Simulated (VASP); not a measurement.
A run of VASP 6.6.1 is set up as follows.

The input INCAR:

```
ALGO = Normal
EDIFF = 1E-6
ENCUT = 520
GGA = PE
ISIF = 2
ISMEAR = -1
LASPH = True
LCHARG = False
LREAL = False
LWAVE = False
NBANDS = 16
NELM = 60
PREC = Accurate
SIGMA = 0.1
```

The input KPOINTS:

```
k-points
0
Gamma
  7 7 7
```

File POSCAR:

```
Si
1.0
   -3.1867199609      3.1867199609      1.8421913649
    3.1867199609     -3.1867199609      1.8421913649
    3.1867199609      3.1867199609     -1.8421913649
Si
4
Direct
    0.1788010600      0.1788010600      0.3576021200
    0.8211989400      0.8211989400      0.6423978800
    0.1788010600      0.8211989400      0.0000000000
    0.8211989400      0.1788010600      0.0000000000
```

Potentials or basis: VASP PAW PBE potentials, release 64 (Si).

Command:

```console
$ cat potpaw_PBE.64/Si/POTCAR > POTCAR
$ mpirun -np 1 vasp_std > vasp.out
```

Question: Predict the largest force.

Answer: 0.192 eV/Å.

Question: Predict the pressure.

Answer: 15.8 GPa.

Forces on the atoms (eV/Å):
```
Si   0.136  0.136  0.000
Si  -0.136 -0.136  0.000
Si  -0.136  0.136  0.000
Si   0.136 -0.136  0.000
```
